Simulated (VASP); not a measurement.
Set up this calculation in VASP 6.6.1, as the native input.

| Quantity | Value |
| --- | --- |
| Task | single point |
| Functional | r2SCAN |
| Potentials or basis | VASP PAW PBE potentials, release 64 (Cd, S) |
| Cutoff | 520 eV |
| k mesh | 8 × 8 × 8 |
| Occupations | gaussian, width 0.05 eV |
| Spin | no spin polarisation |
| Dipole correction | no |
| Further INCAR settings | ALGO = Normal; EDIFF = 1e-06; NBANDS = 16 |

CdS:

```
Cd S
1.0
     0.00000    3.06277    2.91000
     2.91000    0.00000    2.91000
     2.91000    3.06277    0.00000
Cd S
1 1
Direct
  0.00000 0.00000 0.00000
  0.75000 0.75000 0.75000
```

This cell differs from its parent crystal: strain +0.0525 x Voigt [0, 1, 0, 0, 0, 0].

The input as run:

POSCAR

```
CdS
1.0
    0.0000000000      3.0627750000      2.9100000000
    2.9100000000      0.0000000000      2.9100000000
    2.9100000000      3.0627750000      0.0000000000
Cd S
1 1
Direct
    0.0000000000      0.0000000000      0.0000000000
    0.7500000000      0.7500000000      0.7500000000
```

INCAR.step1

```
PREC = Accurate ; ENCUT = 520
ISMEAR = 0 ; SIGMA = 0.05
LREAL = False ; LASPH = True
NELM = 100 ; NBANDS = 16
GGA = PE ; ALGO = Normal
EDIFF = 1E-4 ; LWAVE = True
LCHARG = False
```

INCAR.step2

```
PREC = Accurate ; ENCUT = 520
EDIFF = 1E-6 ; ISMEAR = 0
SIGMA = 0.05 ; LREAL = False
LASPH = True ; NELM = 100
ALGO = Normal ; ISIF = 2
LWAVE = False ; LCHARG = True
METAGGA = R2SCAN ; LMIXTAU = True
LELF = True ; LVHAR = True
NBANDS = 16 ; ISTART = 1
```

KPOINTS

```
regular mesh
0
Gamma
  8 8 8
```

Potentials or basis: VASP PAW PBE potentials, release 64 (Cd, S).

The run is started by

```sh
$ cat potpaw_PBE.64/Cd/POTCAR potpaw_PBE.64/S/POTCAR > POTCAR
$ cp INCAR.step1 INCAR
$ mpirun -np 1 vasp_std > vasp.out
$ cp INCAR.step2 INCAR
$ mpirun -np 1 vasp_std > vasp.out
```

Results of the run:

```yaml
Pressure: -1.0 GPa
Band_gap_on_the_k_mesh: 1.43 eV, direct
```

Caveat: the cell differs from its parent crystal (strain +0.0525 x Voigt [0, 1, 0, 0, 0, 0]); the PAW data sets were made with another functional, which shifts forces and pressure a little.

Wall time 53 s on 1 thread of Intel(R) Xeon(R) 6975P-C (Granite Rapids), on a shared host, peak memory 0.21 GiB.
